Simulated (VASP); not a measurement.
The system is GaN.

```xyz
2
Lattice="3.3623 0.0000 0.0000 -1.6812 2.9119 0.0000 0.0000 0.0000 2.9623" Properties=species:S:1:pos:R:3 pbc="T T T"
Ga    0.0000    0.0000    2.8814
N     0.0000    0.0000    1.2352
```

| Item | Value |
| --- | --- |
| Program | VASP 6.6.1 |
| Task | relaxation of cell and atoms |
| Functional | PBE |
| Potentials or basis | VASP PAW PBE potentials, release 64 (Ga_d, N) |
| Cutoff | 600 eV |
| k mesh | 6 × 6 × 6 |
| Occupations | gaussian, width 0.1 eV |
| Spin | no spin polarisation |

At the start: pressure 108.1 GPa; volume 14.50 Å³/atom.

Problem. How do energy, volume and symmetry change on relaxing?

Solution. Over 44 steps the energy falls by 2680.4 meV/atom and the volume is 24.27 Å³/atom (+67.4 %); space group P6/mmm (No. 191, to 0.05 Å).

Step by step:
| step | energy change (eV) | largest force (eV/Å) | pressure (GPa) | volume (Å³) |
| --- | --- | --- | --- | --- |
| 1 | 0.0000 | 33.8878 | 108.13 | 29.00 |
| 3 | 1.8978 | 1.2723 | -26.83 | 63.06 |
| 5 | 57.3887 | 325.6298 | 351.72 | 44.71 |
| 7 | -1.1663 | 8.0539 | 3.83 | 50.43 |
| 9 | -1.6967 | 1.5958 | -8.02 | 52.02 |
| 11 | -2.4454 | 3.1331 | -3.51 | 44.43 |
| 13 | -1.9251 | 11.5885 | 14.67 | 38.88 |
| 15 | -3.5753 | 13.1388 | 30.61 | 29.11 |
| 17 | -3.5855 | 11.3246 | 51.21 | 26.87 |
| 19 | -3.6857 | 4.8863 | 58.47 | 26.08 |
| 21 | -3.7815 | 6.5754 | 53.11 | 26.42 |
| 23 | -4.3130 | 4.5018 | 33.67 | 27.52 |
| 25 | -4.6198 | 0.5860 | -4.47 | 32.09 |
| 27 | -4.7349 | 1.6406 | 6.43 | 30.02 |
| 29 | -4.7528 | 1.2892 | 5.32 | 30.25 |
| 31 | -4.8302 | 1.1178 | 8.11 | 30.77 |
| 33 | -4.9433 | 0.9621 | 8.14 | 32.24 |
| 35 | -5.1982 | 0.0852 | 10.40 | 39.13 |
| 37 | -5.3400 | 0.4467 | 0.12 | 44.97 |
| 39 | -5.3405 | 0.4706 | -0.52 | 45.36 |
| 41 | -5.3543 | 0.5356 | -0.84 | 47.80 |
| 43 | -5.3604 | 0.2103 | 0.14 | 48.54 |
| 44 | -5.3608 | 0.0286 | 0.03 | 48.55 |

Final structure:
```
Ga N
1.0
     4.07285    0.00000    0.00000
    -2.03643    3.52719    0.00000
     0.00000    0.00000    3.37946
Ga N
1 1
Direct
  0.00000 0.00000 0.44490
  0.00000 0.00000 0.94476
```

Caveat: the volume moved by over 15 % at a fixed basis, so the end points are rough.
